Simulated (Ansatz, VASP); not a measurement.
# P: VASP beside Ansatz

```
CELL_PARAMETERS angstrom
2.23996 0.00000 0.00483
0.00000 2.23986 0.00000
-0.00911 0.00000 4.40951
ATOMIC_POSITIONS crystal
P 0.00000 0.00000 0.25000
P 0.00000 0.00000 0.75000
```

Change from the starting cell: strain -0.080 along x and y, -0.080 along z, atoms carried along.

Alike in both runs: task single point; functional PBEsol; k mesh 24 × 24 × 12; occupations gaussian, width 0.15 eV; no spin polarisation.

|  | VASP | Ansatz |
| --- | --- | --- |
| version | VASP 6.6.1 | Ansatz 0.2.0 |
| potentials or method | VASP PAW PBE potentials, release 64 (P), cutoff 520 eV | scalar-relativistic, plane waves, PAW |
| valence electrons in the cell | 10 | 10 |

```csv
,VASP,Ansatz,Ansatz less VASP
gap on the k mesh at the Fermi level (eV),none,none,-
pressure (GPa),53.6,53.5,-0.11
"traceless stress, the component that is largest in VASP (GPa)",5.69,5.70,+0.010
```

VASP's potentials were made for PBE, not for PBEsol. A gap of «none» marks a metal or a gap that the smearing closes. Both programs put the cell under a high pressure, so it lies far from rest at this level. With one functional, cell and mesh, what is left measures potentials, basis and numerics.
